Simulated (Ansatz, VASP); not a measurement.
Ba in VASP and in Ansatz

```
CELL_PARAMETERS angstrom
-2.55000 2.55000 2.50000
2.55000 -2.55000 2.50000
2.55000 2.55000 -2.50000
ATOMIC_POSITIONS crystal
Ba 0.00000 0.00000 0.00000
```

Change from the starting cell: equal xx and yy strain of +2 %.

Alike in both runs: task single point; functional PBEsol; k mesh 10 × 10 × 10; occupations fermi-dirac, width 0.05 eV; no spin polarisation.

```csv
,VASP,Ansatz
version,VASP 6.6.1,Ansatz 0.2.0
potentials or method,"VASP PAW PBE potentials, release 64 (Ba_sv), cutoff 520 eV","all-electron LAPW, scalar-relativistic"
```

VASP gave:

```
pressure (GPa)                                                : -0.8
traceless stress, the component that is largest in VASP (GPa) : 0.06
```

**Question.** What did Ansatz give for the same quantities?

**Answer.** Pressure (GPa): -0.9; traceless stress, the component that is largest in VASP (GPa): 0.06.

VASP's potentials were made for PBE, not for PBEsol. Ansatz ran all-electron here, and VASP with PAW potentials.

Neither program's run includes spin-orbit coupling.
